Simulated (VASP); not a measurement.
Set up this calculation in VASP 6.6.1, as the native input.

```yaml
Task: electric field gradients
Functional: PBEsol
Potentials_or_basis: VASP PAW PBE potentials, release 64 (Be)
Cutoff: 520 eV
k_mesh: 9 × 9 × 14
Occupations: fermi-dirac, width 0.05 eV
Spin: no spin polarisation
Dipole_correction: no
Further_INCAR_settings: ALGO = Normal; EDIFF = 1e-08; NBANDS = 12
```

The structure of Be lies in POSCAR:

```
Be
1.0
    3.6703269463      0.0000000000      0.0000000000
    0.0000000000      3.6703269463      0.0000000000
    0.0000000000      0.0000000000      2.2347101981
Be
4
Direct
    0.2974080000      0.2974080000      0.0000000000
    0.7025920000      0.7025920000      0.0000000000
    0.2025920000      0.7974080000      0.5000000000
    0.7974080000      0.2025920000      0.5000000000
```

The input as run:

INCAR

```
SYSTEM = Be
ALGO     = Normal         ! electronic algorithm
EDIFF    = 1E-8           ! SCF threshold, eV
ENCUT    = 520            ! plane-wave cutoff, eV
GGA      = PS             ! functional
ISIF     = 2              ! what is computed and relaxed
ISMEAR   = -1             ! smearing method
LASPH    = .True.         ! aspherical terms in the spheres
LCHARG   = .False.        ! write CHGCAR
LEFG     = .True.       
LREAL    = .False.        ! projectors in reciprocal space
LWAVE    = .False.        ! write WAVECAR
NBANDS   = 12             ! bands
NELM     = 60             ! most SCF steps
PREC     = Accurate       ! precision mode
SIGMA    = 0.05           ! smearing width, eV
```

KPOINTS

```
k-points
0
Gamma
  9 9 14
  0 0 0
```

Potentials or basis: VASP PAW PBE potentials, release 64 (Be).

Launch:

```sh
$ cat potpaw_PBE.64/Be/POTCAR > POTCAR
$ mpirun -np 1 vasp_std > vasp.out
```

It gave:

| Property | Result |
| --- | --- |
| Pressure | 7.3 GPa |
| Largest force | 0.041 eV/Å |
| Band gap on the k mesh | zero (bands 4 and 5 overlap by 1.97 eV) |
| Largest electric field gradient by atom | Be +1.8 V/Å² |

Caveat: the cell stands under pressure; without QUAD_EFG the Cq values of the log hold for a quadrupole moment of 1 mb, not for the nuclei; the PAW data sets were made with another functional, which shifts forces and pressure a little.

Wall time 45 s on 1 thread of Intel Xeon 8259CL, with other jobs on the host, peak memory 0.16 GiB.
